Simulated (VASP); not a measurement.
# Pt (Cmcm) in VASP: further runs

The runs below take Pt through single point, with PBE.

All numbers are computed with VASP 6.6.1; they aren't measurements. Logs are shortened: lines on timing, memory, paths and dates and some standing lists are left out, and cuts for length are marked.

## Step 1: The cell of the first run

Symmetry: Cmcm, No. 63, orthorhombic system. The conventional cell has a = 3.970 Å, b = 3.970 Å, c = 3.970 Å, α = 90.00°, β = 90.00°, γ = 90.00°. Pt (site symmetry m2m) has 12 Pt at 2.77 to 2.84 Å within 3.7 Å.

## Step 2: Single point, PBE (atoms displaced along a vibrational mode)

File INCAR:

```
  ALGO = Fast
  EDIFF = 1E-7
  ENCUT = 520
  GGA = PE
  ISIF = 2
  ISMEAR = 0
  LASPH = T
  LCHARG = F
  LREAL = F
  LWAVE = F
  NBANDS = 17
  NELM = 80
  PREC = Accurate
  SIGMA = 0.15
```

File KPOINTS:

```
k-points
0
Gamma
  16 16 12
```

File POSCAR:

```
Pt
1.0
    0.0000000000     -1.9849647118     -1.9849647118
    0.0000000000      1.9849647118     -1.9849647118
    3.9699294236      0.0000000000      0.0000000000
Pt
2
Direct
    0.5059950688      0.4940049312      0.5000000000
   -0.0059950688      0.0059950688      0.0000000000
```

Potentials or basis: VASP PAW PBE potentials, release 64 (Pt).

The run is started by

```
cat potpaw_PBE.64/Pt/POTCAR > POTCAR
mpirun -np 1 vasp_std > vasp.out
```

OUTCAR:

```text
EDIFF = 1E-7
   ENCUT = 520
   GGA = PE
   ISIF = 2
   ISMEAR = 0
   LASPH = T
   LREAL = F
   NELM = 80
   PREC = Accurate

 ion  position               nearest neighbor table
   1  0.506  0.494  0.500-   2 2.77   2 2.77   2 2.81   2 2.81   2 2.81   2 2.81   2 2.84   2 2.84

   2  0.994  0.006  0.000-   1 2.77   1 2.77   1 2.81   1 2.81   1 2.81   1 2.81   1 2.84   1 2.84

  LATTYP: Found a simple tetragonal cell.
 ALAT       =     2.8071640163
 C/A-ratio  =     1.4142135624

  Lattice vectors:

 A1 = (   0.0000000000,  -1.9849647118,  -1.9849647118)
 A2 = (   0.0000000000,   1.9849647118,  -1.9849647118)
 A3 = (   3.9699294236,   0.0000000000,   0.0000000000)

Analysis of symmetry for initial positions (statically):
=====================================================================
 Subroutine PRICEL returns:
 Original cell was already a primitive cell.

 Routine SETGRP: Setting up the symmetry group for a
 simple tetragonal supercell.

 Subroutine GETGRP returns: Found  8 space group operations
 (whereof  4 operations were pure point group operations)
 out of a pool of 16 trial point group operations.

The static configuration has the point symmetry C_2v.
 The point group associated with its full space group is D_2h.

Analysis of symmetry for dynamics (positions and initial velocities):
=====================================================================
 Subroutine PRICEL returns:
 Original cell was already a primitive cell.

 Routine SETGRP: Setting up the symmetry group for a
 simple tetragonal supercell.

 Subroutine GETGRP returns: Found  8 space group operations
 (whereof  4 operations were pure point group operations)
 out of a pool of 16 trial point group operations.

The dynamic configuration has the point symmetry C_2v.
 The point group associated with its full space group is D_2h.

 Subroutine INISYM returns: Found  8 space group operations
 (whereof  4 operations are pure point group operations),
 and found     1 'primitive' translations

----------------------------------------------------------------------------------------

                                     Primitive cell

  volume of cell :      31.2837

  direct lattice vectors                    reciprocal lattice vectors
     0.000000000 -1.984964712 -1.984964712     0.000000000 -0.251893647 -0.251893647
     0.000000000  1.984964712 -1.984964712     0.000000000  0.251893647 -0.251893647
     3.969929424  0.000000000  0.000000000     0.251893647  0.000000000  0.000000000

  length of vectors
     2.807164016  2.807164016  3.969929424     0.356231412  0.356231412  0.251893647

  position of ions in fractional coordinates (direct lattice)
     0.505995069  0.494004931  0.500000000
     0.994004931  0.005995069  0.000000000

  ion indices of the primitive-cell ions
   primitive index   ion index
                 1           1
                 2           2

----------------------------------------------------------------------------------------

 KPOINTS: k-points

Automatic generation of k-mesh.
 Grid dimensions read from file:
 generate k-points for:   16   16   12

 Generating k-lattice:

  Cartesian coordinates                     Fractional coordinates (reciprocal lattice)
     0.000000000 -0.015743353 -0.015743353     0.062500000  0.000000000  0.000000000
     0.000000000  0.015743353 -0.015743353     0.000000000  0.062500000  0.000000000
     0.020991137  0.000000000  0.000000000     0.000000000  0.000000000  0.083333333

  Length of vectors
     0.022264463  0.022264463  0.020991137

  Shift w.r.t. Gamma in fractional coordinates (k-lattice)
     0.000000000  0.000000000  0.000000000

 Subroutine IBZKPT returns following result:
 ===========================================

 Found    511 irreducible k-points:

 Following reciprocal coordinates:
            Coordinates               Weight
  0.000000  0.000000  0.000000      1.000000
  0.062500  0.000000  0.000000      4.000000
  0.125000  0.000000  0.000000      4.000000
  0.187500  0.000000  0.000000      4.000000
  0.250000  0.000000  0.000000      4.000000
  0.312500  0.000000  0.000000      4.000000
[... 16 lines left out ...]
 -0.062500  0.437500  0.000000      4.000000
  0.500000  0.062500  0.000000      4.000000
 [... further k-points ...]
   k-points           NKPTS =    511   k-points in BZ     NKDIM =    511   number of bands    NBANDS=     17
   number of dos      NEDOS =    301   number of ions     NIONS =      2
   total plane-waves  NPLWV =  17280
   dimension x,y,z NGX =    24 NGY =   24 NGZ =   30
   dimension x,y,z NGXF=    48 NGYF=   48 NGZF=   60
   ions per type =               2
   NGX,Y,Z   is equivalent  to a cutoff of  14.21, 14.21, 12.56 a.u.
   NGXF,Y,Z  is equivalent  to a cutoff of  28.43, 28.43, 25.13 a.u.
 SYSTEM =  unknown system
   PREC   = accura    normal or accurate (medium, high low for compatibility)
   ISTART =      0    job   : 0-new  1-cont  2-samecut
   ICHARG =      2    charge: 1-file 2-atom 10-const
   ISPIN  =      1    spin polarized calculation?
   LNONCOLLINEAR =      F non collinear calculations
   LSORBIT =      F    spin-orbit coupling
   LASPH  =      T    aspherical Exc in radial PAW
   ENCUT  =  520.0 eV  38.22 Ry    6.18 a.u.   5.22  5.22  7.38*2*pi/ulx,y,z
   NELM   =     80;   NELMIN=  2; NELMDL= -5     # of ELM steps
   EDIFF  = 0.1E-06   stopping-criterion for ELM
   LREAL  =      F    real-space projection
   EDIFFG = 0.1E-05   stopping-criterion for IOM
   NSW    =      0    number of steps for IOM
   IBRION =     -1    ionic relax: 0-MD 1-quasi-New 2-CG
   NFREE  =      0    steps in history (QN), initial steepest desc. (CG)
   ISIF   =      2    stress and relaxation
   ISYM   =      2    0-nonsym 1-usesym 2-fastsym
   POTIM  = 0.5000    time-step for ionic-motion
   TEBEG  =    0.0;   TEEND  =   0.0 temperature during run
   PSTRESS=    0.0 pullay stress
   NELECT =      20.0000    total number of electrons
   NUPDOWN=      -1.0000    fix difference up-down
   EMIN   =  10.00;   EMAX   =-10.00  energy-range for DOS
   EFERMI =   0.00;   METHOD = LEGACY
   ISMEAR =     0;   SIGMA  =   0.15  broadening in eV -4-tet -1-fermi 0-gaus
   EFERMI_NEDOS =   21; number of points for ismear=-14 and -15
   IALGO  =     68    algorithm
   IMIX   =      4    mixing-type and parameters
     AMIX     =   0.40;   BMIX     =  1.00
     AMIX_MAG =   1.60;   BMIX_MAG =  1.00
  volume/ion in A,a.u.               =      15.64       105.56
  Fermi-wavevector in a.u.,A,eV,Ry     =   1.410302  2.665084 27.061321  1.988951
  Thomas-Fermi vector in A             =   2.532269
   LORBIT       =      0    0 simple, 1 ext, 2 COOP (PROOUT), +10 PAW based schemes
   GGA     = PE    functional components
   LHFCALC =     F    Hartree Fock is set to
   AEXX    =    0.0000 exact exchange contribution
   IVDW    =     0    specifies the selected vdW correction
   LEPSILON=     F    determine dielectric tensor
   LRPA    =     F    only Hartree local field effects (RPA)
 non-spin polarized calculation
 RMM-DIIS sequential band-by-band and
 Gauss-broadening in eV      SIGMA  =   0.15
  energy-cutoff  :      520.00
  volume of cell :       31.28
 maximum number of plane-waves:       888
 NGX is ok and might be reduce to    24
   NGX = 11   NGY = 11   NGZ = 15

 number of electron      20.0000004 magnetization

 Free energy of the ion-electron system (eV)
  ---------------------------------------------------
  ext. energy  EPLUGINS =         0.00000000
  ---------------------------------------------------
  free energy    TOTEN  =       -12.21205199 eV

  energy without entropy =      -12.16540231  energy(sigma->0) =      -12.18872715

 E-fermi :  10.5697     XC(G=0): -13.2717

 val. band max:       10.5688907161   @ k =   0.0000   0.0000   0.0000
 cond. band min:      10.5702872022   @ k =   0.5000   0.5000   0.0000
 fundamental gap:      0.0013964861
 Fermi energy:        10.5697431640

 k-point     1 :       0.0000    0.0000    0.0000
  band No.  band energies     occupation
      1       0.7649      2.00000
      2       3.8934      2.00000
      3       4.3336      2.00000
      4       6.9992      2.00000
      5       7.0029      2.00000
      6       7.0107      2.00000
[... 9 lines left out ...]
     16      25.3294      0.00000
     17      30.1007      0.00000

 k-point     2 :       0.0625    0.0000    0.0000
  band No.  band energies     occupation
      1       0.8664      2.00000
      2       3.9657      2.00000
      3       4.3974      2.00000
      4       6.9546      2.00000
      5       7.0408      2.00000
      6       7.0531      2.00000
[... 9 lines left out ...]
     16      25.4836      0.00000
     17      29.5671      0.00000

 k-point     3 :       0.1250    0.0000    0.0000
  band No.  band energies     occupation
      1       1.1647      2.00000
      2       4.1530      2.00000
      3       4.6032      2.00000
      4       6.8170      2.00000
      5       7.1456      2.00000
      6       7.1864      2.00000
[... 9 lines left out ...]
     16      25.9157      0.00000
     17      28.4815      0.00000

 k-point     4 :       0.1875    0.0000    0.0000
  band No.  band energies     occupation
      1       1.6410      2.00000
      2       4.3959      2.00000
      3       4.9630      2.00000
      4       6.6240      2.00000
      5       7.3163      2.00000
      6       7.3427      2.00000
[... 9 lines left out ...]
     16      26.5234      0.00000
     17      27.2859      0.00000

 k-point     5 :       0.2500    0.0000    0.0000
  band No.  band energies     occupation
      1       2.2637      2.00000
      2       4.6663      2.00000
      3       5.4188      2.00000
      4       6.4179      2.00000
      5       7.4201      2.00000
      6       7.5377      2.00000
[... 9 lines left out ...]
     16      26.1108      0.00000
     17      27.0570      0.00000

 k-point     6 :       0.3125    0.0000    0.0000
  band No.  band energies     occupation
      1       2.9878      2.00000
      2       4.9512      2.00000
      3       5.8550      2.00000
      4       6.2405      2.00000
      5       7.2578      2.00000
      6       7.3493      2.00000
[... 9 lines left out ...]
     16      26.4458      0.00000
     17      26.9675      0.00000

 k-point     7 :       0.3750    0.0000    0.0000
  band No.  band energies     occupation
      1       3.7521      2.00000
      2       5.2037      2.00000
      3       6.1273      2.00000
      4       6.1636      2.00000
      5       6.7772      2.00000
      6       7.1500      2.00000
[... 9 lines left out ...]
     16      26.0511      0.00000
     17      27.9742      0.00000

 k-point     8 :       0.4375    0.0000    0.0000
  band No.  band energies     occupation
      1       4.4724      2.00000
      2       5.2925      2.00000
      3       6.1049      2.00000
      4       6.3529      2.00000
      5       6.4293      2.00000
      6       6.8798      2.00000
[... 9 lines left out ...]
     16      24.7255      0.00000
     17      28.1867      0.00000
[... 203 lines left out ...]
      1       3.0696      2.00000
      2       5.0501      2.00000
      3       5.8436      2.00000
      4       6.1363      2.00000
      5       7.1081      2.00000
      6       7.3292      2.00000
[... 9 lines left out ...]
     16      25.6906      0.00000
     17      27.0336      0.00000

 k-point    20 :       0.3750    0.0625    0.0000
  band No.  band energies     occupation
      1       3.8227      2.00000
      2       5.3221      2.00000
      3       6.0184      2.00000
      4       6.0755      2.00000
      5       6.6468      2.00000
      6       7.0734      2.00000
[... 9 lines left out ...]
     16      26.0421      0.00000
     17      26.7677      0.00000

 k-point    21 :      -0.0625    0.3750    0.0000
  band No.  band energies     occupation
      1       3.8230      2.00000
      2       5.3226      2.00000
      3       6.0218      2.00000
      4       6.0762      2.00000
      5       6.6435      2.00000
      6       7.0732      2.00000
[... 9 lines left out ...]
     16      26.0433      0.00000
     17      26.7903      0.00000

 k-point    22 :       0.4375    0.0625    0.0000
  band No.  band energies     occupation
      1       4.5376      2.00000
      2       5.4178      2.00000
      3       5.9936      2.00000
      4       6.1971      2.00000
      5       6.3097      2.00000
      6       6.7672      2.00000
[... 9 lines left out ...]
     16      24.6967      0.00000
     17      27.3783      0.00000

 k-point    23 :      -0.0625    0.4375    0.0000
  band No.  band energies     occupation
      1       4.5380      2.00000
      2       5.4177      2.00000
      3       5.9965      2.00000
      4       6.1983      2.00000
      5       6.3070      2.00000
      6       6.7664      2.00000
[... 9 lines left out ...]
     16      24.6971      0.00000
     17      27.4421      0.00000

 k-point    24 :       0.5000    0.0625    0.0000
  band No.  band energies     occupation
      1       5.0625      2.00000
      2       5.1797      2.00000
      3       6.0457      2.00000
      4       6.1350      2.00000
      5       6.3731      2.00000
      6       6.5143      2.00000
[... 9 lines left out ...]
     16      23.3898      0.00000
     17      27.5988      0.00000

 [... further k-points ...]

------------------------ aborting loop because EDIFF is reached ----------------------------------------

  FORCE on cell =-STRESS in cart. coord.  units (eV):
  Direction    XX          YY          ZZ          XY          YZ          ZX
  --------------------------------------------------------------------------------------
  -------------------------------------------------------------------------------------
  Total       -0.0512123     -0.0263483     -0.0618120      0.0000000      0.0000000      0.0000000
  in kB       -2.6228090     -1.3494134     -3.1656658      0.0000000      0.0000000      0.0000000
  external PRESSURE =      -2.3792961 kB  Pullay stress =       0.0000000 kB

 VOLUME and BASIS-vectors are now :
 -----------------------------------------------------------------------------
  energy-cutoff  :      520.00
  volume of cell :       31.28
      direct lattice vectors                 reciprocal lattice vectors
     0.000000000 -1.984964712 -1.984964712     0.000000000 -0.251893647 -0.251893647
     0.000000000  1.984964712 -1.984964712     0.000000000  0.251893647 -0.251893647
     3.969929424  0.000000000  0.000000000     0.251893647  0.000000000  0.000000000

 POSITION                                       TOTAL-FORCE (eV/Angst)
 -----------------------------------------------------------------------------------
      1.98496     -0.02380     -1.98496         0.000000      0.248554      0.000000
      0.00000     -1.96116     -1.98496         0.000000     -0.248554      0.000000
 -----------------------------------------------------------------------------------
    total drift:                               -0.000000      0.000000     -0.000000

  FREE ENERGIE OF THE ION-ELECTRON SYSTEM (eV)
  ---------------------------------------------------
  free  energy   TOTEN  =       -12.2120519946 eV

  energy  without entropy=      -12.1654023132  energy(sigma->0) =      -12.18872715
```

Run time: 5.4 min. Hardware: 1 thread of Intel Xeon 8259CL, shared host; peak memory 0.34 GiB.

What came out:

- Free energy: -12.2121 eV
- Pressure: -0.2 GPa
- Largest force: 0.249 eV/Å
- Band gap on the k mesh: zero (bands 10 and 11 overlap by 1.45 eV)

Forces in eV/Å, atoms in the order of the input:
```
Pt   0.000  0.249  0.000
Pt   0.000 -0.249  0.000
```

Caveat: the cell differs from its parent crystal (atoms displaced along a vibrational mode); spin-orbit coupling is left out, which moves the levels of the heavy elements.

## Step 3: Single point, PBE (atoms displaced along a vibrational mode)

File INCAR:

```
ALGO     = Fast           # electronic algorithm
EDIFF    = 1E-7           # SCF threshold, eV
ENCUT    = 520            # plane-wave cutoff, eV
GGA      = PE             # functional
ISIF     = 2              # what is computed and relaxed
ISMEAR   = 0              # smearing method
LASPH    = True           # aspherical terms in the spheres
LCHARG   = True           # write CHGCAR
LELF     = True           # ELF
LREAL    = False          # projectors in reciprocal space
LVHAR    = True         
LWAVE    = False          # write WAVECAR
NBANDS   = 17             # bands
NELM     = 60             # most SCF steps
PREC     = Accurate       # precision mode
SIGMA    = 0.15           # smearing width, eV
```

KPOINTS is that of step 2.

File POSCAR:

```
Pt
1.0
    0.0000000000     -1.9849647118     -1.9849647118
    0.0000000000      1.9849647118     -1.9849647118
    3.9699294236      0.0000000000      0.0000000000
Pt
2
Direct
    0.5119901376      0.4880098624      0.5000000000
   -0.0119901376      0.0119901376      0.0000000000
```

Potentials or basis: VASP PAW PBE potentials, release 64 (Pt).

The run is started by

```
cat potpaw_PBE.64/Pt/POTCAR > POTCAR
mpirun -np 1 vasp_std > vasp.out
```

Run time: 5.2 min. Hardware: 1 thread of Intel Xeon 8259CL, shared host; peak memory 0.34 GiB.

Results (log left out):

| Quantity | Value |
| --- | --- |
| Free energy | -12.1943 eV |
| Pressure | 0.2 GPa |
| Largest force | 0.497 eV/Å |
| Band gap on the k mesh | zero (bands 10 and 11 overlap by 1.41 eV) |

Forces on the atoms (eV/Å):
```
Pt   0.000  0.497  0.000
Pt   0.000 -0.497  0.000
```

Stress tensor (GPa, compression positive):
```
 0.50  0.00  0.00
 0.00  0.37  0.00
 0.00  0.00 -0.36
```

Levels at points of the mesh, in eV from the Fermi level:
| k point | band 8 | band 9 | band 10 | band 11 | band 12 | band 13 |
| --- | --- | --- | --- | --- | --- | --- |
| (0.00, 0.00, 0.00) | -1.51 | -0.01 | 0.41 | 0.46 | 1.86 | 8.49 |
| (0.50, 0.00, 0.00) | -2.34 | -1.85 | -1.36 | 1.64 | 1.93 | 10.23 |
| (0.50, 0.50, 0.00) | 0.45 | 0.46 | 0.47 | 1.86 | 1.97 | 8.43 |
| (0.00, 0.00, 0.50) | -1.97 | -1.97 | -1.97 | -0.78 | -0.78 | 16.53 |
| (0.50, 0.00, 0.50) | -0.37 | 0.01 | 0.01 | 0.10 | 0.10 | 5.56 |
| (0.50, 0.50, 0.50) | -1.84 | 0.46 | 0.46 | 6.81 | 6.81 | 8.11 |

Caveat: the cell differs from its parent crystal (atoms displaced along a vibrational mode); spin-orbit coupling is left out, which moves the levels of the heavy elements.
